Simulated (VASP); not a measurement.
# SnO (Cmme) in VASP: single point with PBEsol

Aim: the single point of SnO with PBEsol.

Program: VASP 6.6.1. These are calculated values, not measurements. Logs are shortened: lines on timing, memory, paths and dates and some standing lists are left out, and cuts for length are marked.

### 1 The cell of the first run

The structure is orthorhombic, space group Cmme (No. 67). Conventional cell: a = 5.283 Å, b = 5.471 Å, c = 4.836 Å, α = 90.00°, β = 90.00°, γ = 90.00°. Within 2.9 Å of Sn (site symmetry mm2) lie 4 O at 2.22 Å. O (site symmetry 222) has 4 Sn at 2.22 Å and 4 O at 2.64 to 2.74 Å within 2.9 Å.

### 2 Single point, PBEsol (strain +0.0350 x Voigt [0, 0, 0, 0, 0, 1])

File INCAR:

```
SYSTEM = SnO
PREC = Accurate
ENCUT = 520
EDIFF = 1E-7
ISMEAR = 0
SIGMA = 0.15
LREAL = .FALSE.
LASPH = .TRUE.
NELM = 60
ALGO = Normal
ISIF = 2
LWAVE = .FALSE.
LCHARG = .FALSE.
GGA = PS
NBANDS = 28
```

File KPOINTS:

```
Automatic mesh
0
G
  12 12 10
  0 0 0
```

File POSCAR:

```
SnO
1.0
    3.8020000000      0.0665350000      0.0000000000
    0.0665350000      3.8020000000      0.0000000000
    0.0000000000      0.0000000000      4.8360000000
Sn O
2 2
Direct
    0.0000000000      0.5000000000      0.2385000000
    0.5000000000      0.0000000000      0.7615000000
    0.0000000000      0.0000000000      0.0000000000
    0.5000000000      0.5000000000      0.0000000000
```

Potentials or basis: VASP PAW PBE potentials, release 64 (Sn_d, O).

On the command line:

```sh
cat potpaw_PBE.64/Sn_d/POTCAR potpaw_PBE.64/O/POTCAR > POTCAR
mpirun -np 1 vasp_std > vasp.out
```

OUTCAR:

```text
SYSTEM = SnO
   PREC = Accurate
   ENCUT = 520
   EDIFF = 1E-7
   ISMEAR = 0
   LREAL = .FALSE.
   LASPH = .TRUE.
   NELM = 60
   ISIF = 2
   GGA = PS

 ion  position               nearest neighbor table
   1  0.000  0.500  0.239-   3 2.22   4 2.22   3 2.22   4 2.22   2 3.51   2 3.51   2 3.58   2 3.58
                             2 3.66   2 3.66   2 3.73   2 3.73
   2  0.500  0.000  0.761-   3 2.22   4 2.22   4 2.22   3 2.22   1 3.51   1 3.51   1 3.58   1 3.58
                             1 3.66   1 3.66   1 3.73   1 3.73
   3  0.000  0.000  0.000-   1 2.22   2 2.22   1 2.22   2 2.22
   4  0.500  0.500  0.000-   1 2.22   2 2.22   2 2.22   1 2.22

  LATTYP: Found a base centered orthorhombic cell.
 ALAT       =     5.2827452648
 B/A-ratio  =     1.0356234097
 C/A-ratio  =     0.9154331238

  Lattice vectors:

 A1 = (  -0.0665350000,  -3.8020000000,   0.0000000000)
 A2 = (   3.8020000000,   0.0665350000,   0.0000000000)
 A3 = (   0.0000000000,   0.0000000000,   4.8360000000)

Analysis of symmetry for initial positions (statically):
=====================================================================
 Subroutine PRICEL returns:
 Original cell was already a primitive cell.

 Routine SETGRP: Setting up the symmetry group for a
 base centered orthorhombic supercell.

 Subroutine GETGRP returns: Found  8 space group operations
 (whereof  4 operations were pure point group operations)
 out of a pool of  8 trial point group operations.

The static configuration has the point symmetry D_2 .
 The point group associated with its full space group is D_2h.

Analysis of symmetry for dynamics (positions and initial velocities):
=====================================================================
 Subroutine PRICEL returns:
 Original cell was already a primitive cell.

 Routine SETGRP: Setting up the symmetry group for a
 base centered orthorhombic supercell.

 Subroutine GETGRP returns: Found  8 space group operations
 (whereof  4 operations were pure point group operations)
 out of a pool of  8 trial point group operations.

The dynamic configuration has the point symmetry D_2 .
 The point group associated with its full space group is D_2h.

 Subroutine INISYM returns: Found  8 space group operations
 (whereof  4 operations are pure point group operations),
 and found     1 'primitive' translations

----------------------------------------------------------------------------------------

                                     Primitive cell
[... 95 lines left out ...]
   EDIFF  = 0.1E-06   stopping-criterion for ELM
   LREAL  =      F    real-space projection
   EDIFFG = 0.1E-05   stopping-criterion for IOM
   NSW    =      0    number of steps for IOM
   IBRION =     -1    ionic relax: 0-MD 1-quasi-New 2-CG
   NFREE  =      0    steps in history (QN), initial steepest desc. (CG)
   ISIF   =      2    stress and relaxation
   ISYM   =      2    0-nonsym 1-usesym 2-fastsym
   POTIM  = 0.5000    time-step for ionic-motion
   TEBEG  =    0.0;   TEEND  =   0.0 temperature during run
   PSTRESS=    0.0 pullay stress
   NELECT =      40.0000    total number of electrons
   NUPDOWN=      -1.0000    fix difference up-down
   EMIN   =  10.00;   EMAX   =-10.00  energy-range for DOS
   EFERMI =   0.00;   METHOD = LEGACY
   ISMEAR =     0;   SIGMA  =   0.15  broadening in eV -4-tet -1-fermi 0-gaus
   EFERMI_NEDOS =   21; number of points for ismear=-14 and -15
   IALGO  =     38    algorithm
   IMIX   =      4    mixing-type and parameters
     AMIX     =   0.40;   BMIX     =  1.00
     AMIX_MAG =   1.60;   BMIX_MAG =  1.00
  volume/ion in A,a.u.               =      17.47       117.90
  Fermi-wavevector in a.u.,A,eV,Ry     =   1.359259  2.568628 25.137933  1.847586
  Thomas-Fermi vector in A             =   2.486023
   LORBIT       =      0    0 simple, 1 ext, 2 COOP (PROOUT), +10 PAW based schemes
   GGA     = PS    functional components
   LHFCALC =     F    Hartree Fock is set to
   AEXX    =    0.0000 exact exchange contribution
   IVDW    =     0    specifies the selected vdW correction
   LEPSILON=     F    determine dielectric tensor
   LRPA    =     F    only Hartree local field effects (RPA)
 non-spin polarized calculation
 Gauss-broadening in eV      SIGMA  =   0.15
  energy-cutoff  :      520.00
  volume of cell :       69.88
 maximum number of plane-waves:      1910
   NGX = 15   NGY = 15   NGZ = 17

 number of electron      39.9999999 magnetization

 Free energy of the ion-electron system (eV)
  ---------------------------------------------------
  ext. energy  EPLUGINS =         0.00000000
  ---------------------------------------------------
  free energy    TOTEN  =       -24.18968150 eV

  energy without entropy =      -24.18842066  energy(sigma->0) =      -24.18905108

 E-fermi :   7.1573     XC(G=0): -10.4995

 val. band max:        7.0985249677   @ k =   0.5000   0.5000   0.0000
 cond. band min:       7.1727014831   @ k =   0.5000   0.5000   0.1000
 fundamental gap:      0.0741765155
 Fermi energy:         7.1573329162

 k-point     1 :       0.0000    0.0000    0.0000
  band No.  band energies     occupation
      1     -14.8738      2.00000
      2     -14.4421      2.00000
      3     -14.4239      2.00000
      4     -14.4149      2.00000
      5     -14.3791      2.00000
      6     -14.3746      2.00000
[... 733 lines left out ...]
     27      14.9631      0.00000
     28      15.6345      0.00000

 [... further k-points ...]

------------------------ aborting loop because EDIFF is reached ----------------------------------------

  FORCE on cell =-STRESS in cart. coord.  units (eV):
  Direction    XX          YY          ZZ          XY          YZ          ZX
  --------------------------------------------------------------------------------------
  -------------------------------------------------------------------------------------
  Total        0.1783942      0.1783942     -0.0278075     -1.2712640      0.0000000      0.0000000
  in kB        4.0899111      4.0899111     -0.6375213    -29.1453207      0.0000000      0.0000000
  external PRESSURE =       2.5141003 kB  Pullay stress =       0.0000000 kB

 VOLUME and BASIS-vectors are now :
 -----------------------------------------------------------------------------
  energy-cutoff  :      520.00
  volume of cell :       69.88
      direct lattice vectors                 reciprocal lattice vectors
     3.802000000  0.066535000  0.000000000     0.263100038 -0.004604251  0.000000000
     0.066535000  3.802000000  0.000000000    -0.004604251  0.263100038  0.000000000
     0.000000000  0.000000000  4.836000000     0.000000000  0.000000000  0.206782465

 POSITION                                       TOTAL-FORCE (eV/Angst)
 -----------------------------------------------------------------------------------
      0.03327      1.90100      1.15339         0.000000      0.000000      0.148031
      1.90100      0.03327      3.68261         0.000000      0.000000     -0.148031
      0.00000      0.00000      0.00000        -0.000000      0.000000      0.000000
      1.93427      1.93427      0.00000        -0.000000      0.000000      0.000000
 -----------------------------------------------------------------------------------
    total drift:                                0.000000      0.000000      0.000000

  FREE ENERGIE OF THE ION-ELECTRON SYSTEM (eV)
  ---------------------------------------------------
  free  energy   TOTEN  =       -24.1896814988 eV

  energy  without entropy=      -24.1884206621  energy(sigma->0) =      -24.18905108
```

stdout:

```text
POSCAR found type information on POSCAR SnO
 POSCAR found :  2 types and       4 ions
 scaLAPACK will be used
 -----------------------------------------------------------------------------
|                                                                             |
|                                                                             |
|     You enforced a specific xc type in the INCAR file but a different       |
|     I HOPE YOU KNOW WHAT YOU ARE DOING!                                     |
|                                                                             |
 -----------------------------------------------------------------------------

 LDA part: xc-table for (Slater+PW92), standard interpolation
 POSCAR, INCAR and KPOINTS ok, starting setup
 FFT: planning ... GRIDC
 FFT: planning ... GRID_SOFT
 FFT: planning ... GRID
 WAVECAR not read
 entering main loop
```

Wall time 12 min (1 thread of Intel Xeon 8259CL, shared host); peak memory 0.49 GiB.

What came out:

```
Free energy            : -24.1897 eV
Pressure               : 0.3 GPa
Largest force          : 0.148 eV/Å
Band gap on the k mesh : zero (bands 20 and 21 overlap by 0.05 eV)
```

Forces in eV/Å, atoms in the order of the input:
```
Sn   0.000  0.000  0.148
Sn   0.000  0.000 -0.148
O    0.000  0.000  0.000
O    0.000  0.000  0.000
```

Stress tensor (GPa, compression positive):
```
 0.41 -2.91  0.00
-2.91  0.41  0.00
 0.00  0.00 -0.06
```

Levels at points of the mesh, in eV from the Fermi level:
| k point | band 18 | band 19 | band 20 | band 21 | band 22 | band 23 |
| --- | --- | --- | --- | --- | --- | --- |
| (0.00, 0.00, 0.00) | -3.53 | -3.05 | -0.10 | 1.91 | 4.18 | 4.44 |
| (0.50, 0.00, 0.00) | -4.99 | -2.85 | -2.85 | 3.04 | 3.04 | 5.70 |
| (0.50, 0.50, 0.00) | -2.45 | -2.10 | -1.91 | -0.14 | -0.06 | 4.12 |
| (0.00, 0.00, 0.50) | -3.25 | -3.07 | -2.35 | 1.49 | 2.68 | 2.92 |
| (0.50, 0.00, 0.50) | -4.95 | -1.86 | -1.86 | 2.42 | 2.42 | 5.26 |
| (0.50, 0.50, 0.50) | -2.78 | -2.60 | -2.46 | 2.16 | 2.23 | 3.80 |

Caveat: the cell differs from its parent crystal (strain +0.0350 x Voigt [0, 0, 0, 0, 0, 1]); semilocal functionals underestimate gaps, and a narrow one can read as zero; the PAW data sets were made with another functional, which shifts forces and pressure a little; spin-orbit coupling is left out, which moves the levels of the heavy elements.

The gap in the log of VASP goes by the Fermi energy; the results here count the filled bands.